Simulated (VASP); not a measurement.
Runs of VASP 6.6.1 on HfC (rocksalt type). The structure is that of space group Fm-3m (No. 225), or close to it. The cells are those of the table. 

| task | cell | cutoff (eV) | gap on the mesh (eV) | pressure (GPa) |
| --- | --- | --- | --- | --- |
| single point | a = 3.258 Å, angles 60.0°, 2 atoms | 520 | none | (a) |
| relaxation of cell and atoms | relaxed from a = 3.053 Å, angles 60.0°, 2 atoms | 600 | none | 0.0 |
| single point | a = 3.024 Å, angles 60.0°, 2 atoms | 520 | none | 87.9 |
| single point | a = 3.191 Å, angles 60.0°, 2 atoms | 520 | none | 17.5 |

Alike in all rows: level PBEsol; potentials or basis VASP PAW PBE potentials, release 64 (Hf_pv, C); no spin polarisation; k mesh 17 × 17 × 17; smearing fermi-dirac 0.08 eV.

Task: Estimate the missing entries.

Result: (a) -0.3.

Caveats: the PAW data sets were made with another functional, which shifts forces and pressure a little; spin-orbit coupling is left out, which moves the levels of the heavy elements; the cell stands under pressure (at least some runs).

A k mesh can miss the band edges, and the runs leave out spin-orbit coupling on Hf.

A gap of «none» marks levels without a gap at the run's occupations.
